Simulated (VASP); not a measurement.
Be, 1 atom in the cell. The structure is cubic, space group Pm-3m (No. 221). Conventional cell: a = 2.173 Å, b = 2.173 Å, c = 2.173 Å, α = 90.00°, β = 90.00°, γ = 90.00°. Be (site symmetry m-3m) has 6 Be at 2.17 Å within 2.9 Å. 

| Quantity | Value |
| --- | --- |
| Program | VASP 6.6.1 |
| Task | density of states |
| Functional | PBE |
| Potentials or basis | VASP PAW PBE potentials, release 64 (Be) |
| Cutoff | 520 eV |
| k mesh | 20 × 20 × 20 |
| Occupations | fermi-dirac, width 0.1 eV |
| Spin | no spin polarisation |
| Dipole correction | no |
| k mesh for the DOS | 30 × 30 × 30 |
| Occupations for the DOS | tetrahedron |
| Further INCAR settings | ALGO = Normal; EDIFF = 1e-06; NBANDS = 7 |

Potentials or basis: VASP PAW PBE potentials, release 64 (Be).

Command:

```bash
$ cat potpaw_PBE.64/Be/POTCAR > POTCAR
$ cp INCAR.step1 INCAR
$ cp KPOINTS.step1 KPOINTS
$ mpirun -np 1 vasp_std > vasp.out
$ cp INCAR.step2 INCAR
$ cp KPOINTS.step2 KPOINTS
$ mpirun -np 1 vasp_std > vasp.out
```

Hardware: 1 thread of Intel(R) Xeon(R) Platinum 8259CL CPU @ 2.50GHz (Skylake/Cascade Lake), with other jobs on the host.

Problem. How long does it take, and how much memory?

Solution. Run time: 26 s on 1 thread of Intel(R) Xeon(R) Platinum 8259CL CPU @ 2.50GHz (Skylake/Cascade Lake), with other jobs on the host, peak memory 0.17 GiB. Counts: k points 816.
